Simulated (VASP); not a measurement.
# BN (F-43m) in VASP: further runs, part 2 of 2

VASP 6.6.1. The steps go on from the part before.

### 4 Single point, r2SCAN

This run uses another cell than the first one, of 5.88 Å³/atom.

Input file POSCAR:

```
BN
1.0
    0.0000000000      1.8048137562      1.8048137562
    1.8048137562      0.0000000000      1.8048137562
    1.8048137562      1.8048137562      0.0000000000
B N
1 1
Direct
    0.0000000000      0.0000000000      0.0000000000
    0.7500000000      0.7500000000      0.7500000000
```

Input file INCAR.step1:

```
  PREC = Accurate
  ENCUT = 520
  ISMEAR = 0
  SIGMA = 0.02
  LREAL = F
  LASPH = T
  NELM = 80
  NBANDS = 11
  GGA = PE
  ALGO = Normal
  EDIFF = 1E-4
  LWAVE = T
  LCHARG = F
```

Input file INCAR.step2:

```
  PREC = Accurate
  ENCUT = 520
  EDIFF = 1E-6
  ISMEAR = 0
  SIGMA = 0.02
  LREAL = F
  LASPH = T
  NELM = 80
  ALGO = Normal
  ISIF = 2
  LWAVE = F
  LCHARG = F
  METAGGA = R2SCAN
  LMIXTAU = T
  NBANDS = 11
  ISTART = 1
```

Input file KPOINTS:

```
regular mesh
0
Gamma
  12 12 12
```

On the command line:

```bash
$ cat potpaw_PBE.64/B/POTCAR potpaw_PBE.64/N/POTCAR > POTCAR
$ cp INCAR.step1 INCAR
$ mpirun -np 1 vasp_std > vasp.out
$ cp INCAR.step2 INCAR
$ mpirun -np 1 vasp_std > vasp.out
```

It took 26 s on 1 thread of Intel Xeon 6975P-C (Granite Rapids), shared host; peak memory 0.12 GiB.

The run converged. Its results:

```yaml
Free_energy: -19.1716 eV
Pressure: 1.2 GPa
Band_gap_on_the_k_mesh: 4.98 eV (least direct gap 9.55 eV)
```

Levels at points of the mesh, in eV from the valence-band top:
| k point | band 1 | band 2 | band 3 | band 4 | band 5 | band 6 | band 7 | band 8 |
| --- | --- | --- | --- | --- | --- | --- | --- | --- |
| (0.00, 0.00, 0.00) | -21.34 | 0.00 | 0.00 | 0.00 | 9.55 | 9.55 | 9.55 | 11.14 |
| (0.50, 0.00, 0.00) | -17.03 | -11.13 | -2.02 | -2.02 | 10.85 | 11.49 | 11.49 | 16.45 |
| (0.50, 0.50, 0.00) | -15.60 | -9.35 | -5.12 | -5.12 | 4.98 | 9.84 | 19.33 | 19.33 |

Caveat: the PAW data sets were made with another functional, which shifts forces and pressure a little. A k mesh can miss the band edges.

### 5 Single point, r2SCAN

This run uses another cell than the first one, of 5.88 Å³/atom.

POSCAR is that of step 4.

Input file INCAR.step1:

```
SYSTEM = BN
  PREC = Accurate
  ENCUT = 520
  ISMEAR = 0
  SIGMA = 0.02
  LREAL = .False.
  LASPH = .True.
  NELM = 100
  NBANDS = 11
  GGA = PE
  ALGO = Normal
  EDIFF = 1E-4
  LWAVE = .True.
  LCHARG = .False.
```

Input file INCAR.step2:

```
SYSTEM = BN
  PREC = Accurate
  ENCUT = 520
  EDIFF = 1E-6
  ISMEAR = 0
  SIGMA = 0.02
  LREAL = .False.
  LASPH = .True.
  NELM = 100
  ALGO = Normal
  ISIF = 2
  LWAVE = .False.
  LCHARG = .False.
  METAGGA = R2SCAN
  LMIXTAU = .True.
  NBANDS = 11
  ISTART = 1
```

Input file KPOINTS:

```
Automatic mesh
0
Gamma
  12 12 12
  0 0 0
```

On the command line:

```bash
$ cat potpaw_PBE.64/B/POTCAR potpaw_PBE.64/N/POTCAR > POTCAR
$ cp INCAR.step1 INCAR
$ mpirun -np 1 vasp_std > vasp.out
$ cp INCAR.step2 INCAR
$ mpirun -np 1 vasp_std > vasp.out
```

Wall time 20 s (1 thread of Intel Xeon 6975P-C (Granite Rapids), shared host); peak memory 0.13 GiB.

The run converged. Its results:

```yaml
Free_energy: -19.1716 eV
Pressure: 1.2 GPa
Band_gap_on_the_k_mesh: 4.98 eV (least direct gap 9.55 eV)
```

Levels at points of the mesh, in eV from the valence-band top:
```
           k point  band 1  band 2  band 3  band 4  band 5  band 6  band 7  band 8
(0.00, 0.00, 0.00)  -21.34    0.00    0.00    0.00    9.55    9.55    9.55   11.14
(0.50, 0.00, 0.00)  -17.03  -11.13   -2.02   -2.02   10.85   11.49   11.49   16.45
(0.50, 0.50, 0.00)  -15.60   -9.35   -5.12   -5.12    4.98    9.84   19.33   19.33
```

Caveat: the PAW data sets were made with another functional, which shifts forces and pressure a little.

### 6 Single point, r2SCAN

This run uses another cell than the first one, of 5.96 Å³/atom.

Input file POSCAR:

```
BN
1.0
    0.0000000000      1.8130010000      1.8130010000
    1.8130010000      0.0000000000      1.8130010000
    1.8130010000      1.8130010000      0.0000000000
B N
1 1
Direct
    0.0000000000      0.0000000000      0.0000000000
    0.7500000000      0.7500000000      0.7500000000
```

Input file INCAR.step1:

```
ALGO = Normal
EDIFF = 1E-4
ENCUT = 520
GGA = PE
ISMEAR = 0
LASPH = True
LCHARG = False
LREAL = False
LWAVE = True
NBANDS = 11
NELM = 60
PREC = Accurate
SIGMA = 0.02
```

Input file INCAR.step2:

```
ALGO = Normal
EDIFF = 1E-6
ENCUT = 520
ISIF = 2
ISMEAR = 0
ISTART = 1
LASPH = True
LCHARG = False
LMIXTAU = True
LREAL = False
LWAVE = False
METAGGA = R2SCAN
NBANDS = 11
NELM = 60
PREC = Accurate
SIGMA = 0.02
```

Input file KPOINTS:

```
k-points
0
Gamma
  12 12 12
```

Potentials or basis: VASP PAW PBE potentials, release 64 (B, N).

On the command line:

```bash
$ cat potpaw_PBE.64/B/POTCAR potpaw_PBE.64/N/POTCAR > POTCAR
$ cp INCAR.step1 INCAR
$ mpirun -np 1 vasp_std > vasp.out
$ cp INCAR.step2 INCAR
$ mpirun -np 1 vasp_std > vasp.out
```

OUTCAR:

```text
EDIFF = 1E-6
   ENCUT = 520
   ISIF = 2
   ISMEAR = 0
   ISTART = 1
   LASPH = True
   LREAL = False
   METAGGA = R2SCAN
   NELM = 60
   PREC = Accurate

 ion  position               nearest neighbor table
   1  0.000  0.000  0.000-   2 1.57   2 1.57   2 1.57   2 1.57
   2  0.750  0.750  0.750-   1 1.57   1 1.57   1 1.57   1 1.57

  LATTYP: Found a face centered cubic cell.
 ALAT       =     3.6260020000

  Lattice vectors:

 A1 = (   0.0000000000,   1.8130010000,   1.8130010000)
 A2 = (   1.8130010000,   0.0000000000,   1.8130010000)
 A3 = (   1.8130010000,   1.8130010000,   0.0000000000)

Analysis of symmetry for initial positions (statically):
=====================================================================
 Subroutine PRICEL returns:
 Original cell was already a primitive cell.

 Routine SETGRP: Setting up the symmetry group for a
 face centered cubic supercell.

 Subroutine GETGRP returns: Found 24 space group operations
 (whereof 24 operations were pure point group operations)
 out of a pool of 48 trial point group operations.

The static configuration has the point symmetry T_d .
[... 170 lines left out ...]
      1     -14.0550      2.00000
      2       7.1308      2.00000
      3       7.1308      2.00000
      4       7.1308      2.00000
      5      16.6123      0.00000
      6      16.6123      0.00000
      7      16.6123      0.00000
      8      18.0365      0.00000
      9      33.0835      0.00000
     10      35.7617      0.00000
     11      35.7617      0.00000
[... 309 lines left out ...]
 k-point    24 :      -0.4167    0.1667    0.0000
  band No.  band energies     occupation
      1      -9.4294      2.00000
      2      -3.1585      2.00000
      3       2.8635      2.00000
      4       4.4902      2.00000
      5      17.0845      0.00000
      6      20.0276      0.00000
      7      20.1677      0.00000
      8      23.8256      0.00000
      9      29.3686      0.00000
     10      33.5853      0.00000
     11      35.1789      0.00000

 [... further k-points ...]

------------------------ aborting loop because EDIFF is reached ----------------------------------------

  FORCE on cell =-STRESS in cart. coord.  units (eV):
  Direction    XX          YY          ZZ          XY          YZ          ZX
  --------------------------------------------------------------------------------------
  -------------------------------------------------------------------------------------
  Total       -0.3045152     -0.3045152     -0.3045152     -0.0000000     -0.0000000     -0.0000000
  in kB      -40.9350600    -40.9350600    -40.9350600     -0.0000000     -0.0000000     -0.0000000
  external PRESSURE =     -40.9350600 kB  Pullay stress =       0.0000000 kB

 VOLUME and BASIS-vectors are now :
 -----------------------------------------------------------------------------
  energy-cutoff  :      520.00
  volume of cell :       11.92
      direct lattice vectors                 reciprocal lattice vectors
     0.000000000  1.813001000  1.813001000    -0.275785838  0.275785838  0.275785838
     1.813001000  0.000000000  1.813001000     0.275785838 -0.275785838  0.275785838
     1.813001000  1.813001000  0.000000000     0.275785838  0.275785838 -0.275785838

 POSITION                                       TOTAL-FORCE (eV/Angst)
 -----------------------------------------------------------------------------------
      0.00000      0.00000      0.00000        -0.000000     -0.000000     -0.000000
      2.71950      2.71950      2.71950         0.000000      0.000000      0.000000
 -----------------------------------------------------------------------------------
    total drift:                               -0.000000     -0.000000     -0.000000

  FREE ENERGIE OF THE ION-ELECTRON SYSTEM (eV)
  ---------------------------------------------------
  free  energy   TOTEN  =       -19.1704396405 eV

  energy  without entropy=      -19.1704396405  energy(sigma->0) =      -19.17043964
```

OUTCAR.step1:

```text
EDIFF = 1E-4
   ENCUT = 520
   GGA = PE
   ISMEAR = 0
   LASPH = True
[... 556 lines left out ...]
 -----------------------------------------------------------------------------------
      0.00000      0.00000      0.00000        -0.000000     -0.000000      0.000000
      2.71950      2.71950      2.71950         0.000000      0.000000     -0.000000
 -----------------------------------------------------------------------------------
    total drift:                                0.000000      0.000000      0.000000

  FREE ENERGIE OF THE ION-ELECTRON SYSTEM (eV)
  ---------------------------------------------------
  free  energy   TOTEN  =       -17.4510159774 eV

  energy  without entropy=      -17.4510159774  energy(sigma->0) =      -17.45101598
```

It took 27 s on 1 thread of Intel Xeon 6975P-C (Granite Rapids), shared host; peak memory 0.12 GiB.

Results:

| Property | Result |
| --- | --- |
| Free energy | -19.1704 eV |
| Pressure | -4.1 GPa |
| Band gap on the k mesh | 4.96 eV (least direct gap 9.48 eV) |

Caveat: the cell stands under tension; the PAW data sets were made with another functional, which shifts forces and pressure a little. A k mesh can miss the band edges.

### 7 Summary

| cell | gap on the mesh (eV) | pressure (GPa) |
| --- | --- | --- |
| a = 2.500 Å, angles 60.0°, 2 atoms | 5.05 | 28.5 |
| a = 2.527 Å, angles 60.0°, 2 atoms | 5.02 | 13.9 |
| a = 2.552 Å, angles 60.0°, 2 atoms | 4.98 | 1.2 |
| a = 2.564 Å, angles 60.0°, 2 atoms | 4.96 | -4.1 |

Alike in all rows: task single point; level r2SCAN; potentials or basis VASP PAW PBE potentials, release 64 (B, N); no spin polarisation; k mesh 12 × 12 × 12; cutoff (eV) 520; smearing gaussian 0.02 eV.

Caveats: the PAW data sets were made with another functional, which shifts forces and pressure a little; the cell stands under pressure (at least some runs); the cell stands under tension (at least some runs).

Absolute energies hang on the potentials; compare differences alone.
